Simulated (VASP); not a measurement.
# Ga2SnO2 (P4/mmm) in VASP: notebook, part 3 of 3

VASP 6.6.1. The steps go on from the part before.

## 5. Relaxation of cell and atoms, PBE

This run uses another cell than the first one, of 19.32 Å³/atom.

File INCAR:

```
ALGO     = Normal         # electronic algorithm
EDIFF    = 1E-6           # SCF threshold, eV
EDIFFG   = -0.04          # ionic threshold
ENCUT    = 600            # plane-wave cutoff, eV
GGA      = PE             # functional
IBRION   = 2              # ionic algorithm
ISIF     = 3              # what is computed and relaxed
ISMEAR   = 0              # smearing method
LASPH    = T              # aspherical terms in the spheres
LCHARG   = F              # write CHGCAR
LREAL    = F              # projectors in reciprocal space
LWAVE    = F              # write WAVECAR
NELM     = 60             # most SCF steps
NSW      = 90             # ionic steps
PREC     = Accurate       # precision mode
SIGMA    = 0.1            # smearing width, eV
```

File KPOINTS:

```
k-points
0
Gamma
  6 6 4
```

File POSCAR:

```
Ga2SnO2
1.0
    3.6748432700      0.0000000000      0.0000000000
    0.0000000000      3.6748432700      0.0000000000
    0.0000000000      0.0000000000      7.1544374700
Ga Sn O
2 1 2
Direct
    0.5000000000      0.5000000000      0.2949224600
    0.5000000000      0.5000000000      0.7050775400
    0.0000000000      0.0000000000      0.0000000000
    0.0000000000      0.0000000000      0.7587220300
    0.0000000000      0.0000000000      0.2412779700
```

The run is started by

```console
cat potpaw_PBE.64/Ga_d/POTCAR potpaw_PBE.64/Sn_d/POTCAR potpaw_PBE.64/O/POTCAR > POTCAR
mpirun -np 1 vasp_std > vasp.out
```

Run time: 33 min. Hardware: 1 thread of Intel Xeon Platinum 8259CL at 2.50GHz (Skylake/Cascade Lake), shared host; peak memory 0.3 GiB.

The run converged. Its results:

```yaml
Free_energy: -23.6723 eV
Relaxed_volume: 15.67 Å³/atom
Relaxed_cell: a = 2.986 Å, b = 2.986 Å, c = 8.791 Å, α = 90.00°, β = 90.00°, γ = 90.00°
Space_group_after_relaxing_to_0.1_Å: P4/mmm (No. 123)
Pressure_after_relaxing: -0.1 GPa
Largest_force_after_relaxing: 0.039 eV/Å
Band_gap_on_the_k_mesh: zero (bands 26 and 27 overlap by 1.62 eV)
```

Forces on the atoms (eV/Å):
```
Ga   0.000  0.000  0.039
Ga   0.000  0.000 -0.039
Sn   0.000  0.000  0.000
O    0.000  0.000 -0.024
O    0.000  0.000  0.024
```

Stress tensor (GPa, compression positive):
```
-0.26  0.00  0.00
 0.00 -0.26  0.00
 0.00  0.00  0.16
```

Final structure:
```xyz
5
Lattice="2.9858 0.0000 0.0000 0.0000 2.9858 0.0000 0.0000 0.0000 8.7910" Properties=species:S:1:pos:R:3 pbc="T T T"
Ga    1.4929    1.4929    3.1085
Ga    1.4929    1.4929    5.6825
Sn    0.0000    0.0000    0.0000
O     0.0000    0.0000    6.2670
O     0.0000    0.0000    2.5239
```

Levels at points of the mesh, in eV from the Fermi level:
```tsv
k point	band 23	band 24	band 25	band 26	band 27	band 28	band 29	band 30
(0.00, 0.00, 0.00)	-4.13	-4.13	-3.04	-2.45	1.02	1.96	6.98	6.98
(0.50, 0.00, 0.00)	-3.74	-3.37	-3.34	-2.20	1.48	2.44	2.93	3.66
(0.50, 0.50, 0.00)	-4.03	-3.69	-1.29	-1.13	-1.13	-0.80	1.69	3.26
(0.00, 0.00, 0.50)	-4.20	-4.14	-4.14	-1.72	0.45	2.52	6.30	6.98
(0.50, 0.00, 0.50)	-3.36	-3.36	-3.07	-2.73	0.51	2.93	3.35	4.16
(0.50, 0.50, 0.50)	-4.27	-3.68	-1.37	-1.09	-1.09	-0.65	2.23	3.13
```

Caveat: the volume moved by over 15 % at a fixed basis, so the end points are rough; spin-orbit coupling is left out, which moves the levels of the heavy elements.

## 6. Relaxation of cell and atoms, PBE

File INCAR:

```
ALGO = Normal
EDIFF = 1E-7
EDIFFG = -0.01
ENCUT = 600
GGA = PE
IBRION = 2
ISIF = 3
ISMEAR = 0
LASPH = T
LCHARG = F
LREAL = F
LWAVE = F
NELM = 60
NSW = 100
PREC = Accurate
SIGMA = 0.1
```

File KPOINTS:

```
k-points
0
Gamma
  12 12 4
```

File POSCAR:

```
Ga2SnO2
1.0
    2.9726680353      0.0000000000      0.0000000000
    0.0000000000      2.9726680353      0.0000000000
    0.0000000000      0.0000000000      8.8678173460
Ga Sn O
2 1 2
Direct
    0.5000000000      0.5000000000      0.3550928885
    0.5000000000      0.5000000000      0.6449071115
    0.0000000000      0.0000000000      0.0000000000
    0.0000000000      0.0000000000      0.7114203909
    0.0000000000      0.0000000000      0.2885796091
```

Potentials or basis: VASP PAW PBE potentials, release 64 (Ga_d, Sn_d, O).

The run is started by

```console
cat potpaw_PBE.64/Ga_d/POTCAR potpaw_PBE.64/Sn_d/POTCAR potpaw_PBE.64/O/POTCAR > POTCAR
mpirun -np 1 vasp_std > vasp.out
```

It took 12 min on 1 thread of Intel Xeon Platinum 8259CL at 2.50GHz (Skylake/Cascade Lake), shared host; peak memory 0.37 GiB.

The run converged. Its results:

- Free energy: -23.7460 eV
- Relaxed volume: 15.59 Å³/atom
- Relaxed cell: a = 2.968 Å, b = 2.968 Å, c = 8.849 Å, α = 90.00°, β = 90.00°, γ = 90.00°
- Space group after relaxing (to 0.1 Å): P4/mmm (No. 123)
- Energy gained by relaxing: 0.3 meV/atom
- Ionic steps: 7
- Pressure after relaxing: 0.0 GPa
- Largest force after relaxing: 0.006 eV/Å
- Band gap on the k mesh: zero (bands 26 and 27 overlap by 2.63 eV)

Forces on the atoms (eV/Å):
```
Ga   0.000  0.000 -0.006
Ga   0.000  0.000  0.006
Sn   0.000  0.000  0.000
O    0.000  0.000  0.000
O    0.000  0.000  0.000
```

The path:
```
step  energy change (eV)  largest force (eV/Å)  pressure (GPa)  volume (Å³)
   1              0.0000                0.0784           -0.43        78.36
   2             -0.0010                0.0501            0.11        77.89
   3             -0.0010                0.0498            0.12        77.88
   4             -0.0013                0.0290            0.02        77.93
   5             -0.0014                0.0470           -0.07        77.98
   6             -0.0016                0.0211            0.01        77.95
   7             -0.0016                0.0055            0.02        77.94
```

Final structure:
```
CELL_PARAMETERS angstrom
2.96768 0.00000 0.00000
0.00000 2.96768 0.00000
0.00000 0.00000 8.84917
ATOMIC_POSITIONS crystal
Ga 0.50000 0.50000 0.35480
Ga 0.50000 0.50000 0.64520
Sn 0.00000 0.00000 0.00000
O 0.00000 0.00000 0.71306
O 0.00000 0.00000 0.28694
```

Levels at points of the mesh, in eV from the Fermi level:
| k point | band 23 | band 24 | band 25 | band 26 | band 27 | band 28 | band 29 | band 30 |
| --- | --- | --- | --- | --- | --- | --- | --- | --- |
| (0.00, 0.00, 0.00) | -4.34 | -4.34 | -3.21 | -2.68 | 0.82 | 1.64 | 6.81 | 6.88 |
| (0.50, 0.00, 0.00) | -4.03 | -3.57 | -3.55 | -2.50 | 1.23 | 2.21 | 2.76 | 3.46 |
| (0.50, 0.50, 0.00) | -4.25 | -3.84 | -1.41 | -1.37 | -1.37 | -1.00 | 1.55 | 2.99 |
| (0.00, 0.00, 0.50) | -4.41 | -4.35 | -4.35 | -1.88 | 0.21 | 2.20 | 6.07 | 6.89 |
| (0.50, 0.00, 0.50) | -3.56 | -3.56 | -3.38 | -3.01 | 0.28 | 2.76 | 3.25 | 3.85 |
| (0.50, 0.50, 0.50) | -4.48 | -3.83 | -1.49 | -1.33 | -1.33 | -0.86 | 2.08 | 2.87 |

Caveat: spin-orbit coupling is left out, which moves the levels of the heavy elements.

## 7. Overview

| task | cell | k mesh | cutoff (eV) | gap on the mesh (eV) | pressure (GPa) | relaxed volume (Å³/atom) | largest force (eV/Å) |
| --- | --- | --- | --- | --- | --- | --- | --- |
| single point | a = 2.973, b = 2.973, c = 8.868 Å, 5 atoms, atomic positions A | 6 × 6 × 4 | 520 | none | 0.3 | - | 0.03 |
| single point | a = 3.675, b = 3.675, c = 7.154 Å, 5 atoms, atomic positions B | 6 × 6 × 4 | 520 | none | 15.5 | - | 7.92 |
| single point | a = 2.965, b = 2.965, c = 8.853 Å, 5 atoms, atomic positions A | 12 × 12 × 4 | 520 | none | 0.3 | - | 0.03 |
| relaxation of cell and atoms | relaxed from a = 3.675, b = 3.675, c = 7.154 Å, 5 atoms, atomic positions B | 6 × 6 × 4 | 600 | none | -0.1 | 15.67 | 0.04 |
| relaxation of cell and atoms | relaxed from a = 2.973, b = 2.973, c = 8.868 Å, 5 atoms, atomic positions A | 12 × 12 × 4 | 600 | none | 0.0 | 15.59 | 0.01 |

Alike in all rows: level PBE; potentials or basis VASP PAW PBE potentials, release 64 (Ga_d, Sn_d, O); no spin polarisation; smearing gaussian 0.1 eV.

Caveats: spin-orbit coupling is left out, which moves the levels of the heavy elements; the cell stands under pressure (at least some runs); forces of over 1 eV/Å act on the atoms, so gaps and moduli don't describe the material at rest (at least some runs); the volume moved by over 15 % at a fixed basis, so the end points are rough (at least some runs).

Absolute energies hang on the potentials; compare differences alone.
